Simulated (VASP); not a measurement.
Input of a VASP 6.6.1 run:

The input INCAR:

```
ALGO = Normal
EDIFF = 1E-6
ENCUT = 520
GGA = PE
ISIF = 2
ISMEAR = -1
LASPH = True
LCHARG = True
LELF = True
LREAL = False
LVHAR = True
LWAVE = False
NBANDS = 16
NELM = 60
PREC = Accurate
SIGMA = 0.05
```

File KPOINTS:

```
k-points
0
Gamma
  11 11 11
```

POSCAR

```
GaAs
1.0
    0.0000000000      2.8268500000      2.8551185000
    2.8268500000      0.0000000000      2.8551185000
    2.8268500000      2.8268500000      0.0000000000
Ga As
1 1
Direct
    0.0000000000      0.0000000000      0.0000000000
    0.7500000000      0.7500000000      0.7500000000
```

Potentials or basis: VASP PAW PBE potentials, release 64 (Ga_d, As).

Command:

```sh
$ cat potpaw_PBE.64/Ga_d/POTCAR potpaw_PBE.64/As/POTCAR > POTCAR
$ mpirun -np 1 vasp_std > vasp.out
```

(1) What does it give for the band gap on the k mesh?

(2) Predict the pressure.

Answers

(1) 0.43 eV.

(2) 2.7 GPa.

Caveat: the cell differs from its parent crystal (zz strain of +1 %).
